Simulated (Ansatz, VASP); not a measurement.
Ge in VASP and in Ansatz

The input INCAR:

```
SYSTEM = Ge
  PREC = Accurate
  ENCUT = 520
  EDIFF = 1E-6
  ISMEAR = -1
  SIGMA = 0.05
  LREAL = .FALSE.
  LASPH = .TRUE.
  NELM = 60
  ALGO = Normal
  ISIF = 2
  LWAVE = .FALSE.
  LCHARG = .FALSE.
  NBANDS = 21
```

File KPOINTS:

```
regular mesh
0
G
  10 10 10
  0 0 0
```

POSCAR

```
Ge
1.0
   -0.0282877000      2.8146261500      2.8146261500
    2.8146261500     -0.0282877000      2.8146261500
    2.8146261500      2.8146261500     -0.0282877000
Ge
2
Direct
    0.5000000000      0.5000000000      0.5000000000
    0.7500000000      0.7500000000      0.7500000000
```

Input for Ansatz:

```yaml
crystal:
  lattice:
    - [-0.0282877, 2.81462615, 2.81462615]
    - [2.81462615, -0.0282877, 2.81462615]
    - [2.81462615, 2.81462615, -0.0282877]
  atoms:
    - { symbol: Ge, position: [0.5, 0.5, 0.5] }
    - { symbol: Ge, position: [0.75, 0.75, 0.75] }
kpoints:
  mp_grid: { grid: [10, 10, 10] }
  band_path:
    path:
      - [0.0, 0.0, 0.0]
      - [0.5, 0.5, 0.5]
      - [0.2525443832, 0.5, 0.7474556168]
      - [-0.2525443832, 0.2525443832, 0.5]
      - [0.0, 0.0, 0.5]
      - [0.0, 0.0, 0.0]
      - [-0.3762721916, 0.0, 0.3762721916]
      - [0.0, 0.3762721916, 0.6237278084]
      - [0.0, 0.5, 0.5]
    npoints: 5
scf:
  occupations: { method: fermi_dirac, width: 0.05 }
hamiltonian:
  xc: lda
  pseudopotentials: { kind: all_electron, lapw: { basis_error: 0.00025 } }
output:
  forces: true
  stress: true
  eigenvalues: true
```

Change from the starting cell: equal xy, yz and zx shear strains of -1 %.

Alike in both runs: task single point; functional LDA; k mesh 10 × 10 × 10; occupations fermi-dirac, width 0.05 eV; no spin polarisation.

|  | VASP | Ansatz |
| --- | --- | --- |
| version | VASP 6.6.1 | Ansatz 0.2.0 |
| potentials or method | VASP PAW LDA potentials, release 64 (Ge_d), cutoff 520 eV | all-electron LAPW, scalar-relativistic |

```csv
,VASP,Ansatz,Ansatz less VASP
pressure (GPa),-1.1,-1.2,-0.14
"traceless stress, the component that is largest in VASP (GPa)",0.81,0.80,-0.011
rms of the force components (eV/Å),0.088,0.087,-0.0008
```

LDA's correlation is that of Perdew and Zunger in VASP and of Perdew and Wang (1992) in Ansatz. Atom by atom the forces differ by 0.001 eV/Å (rms over components). Ansatz ran all-electron here, and VASP with PAW potentials.
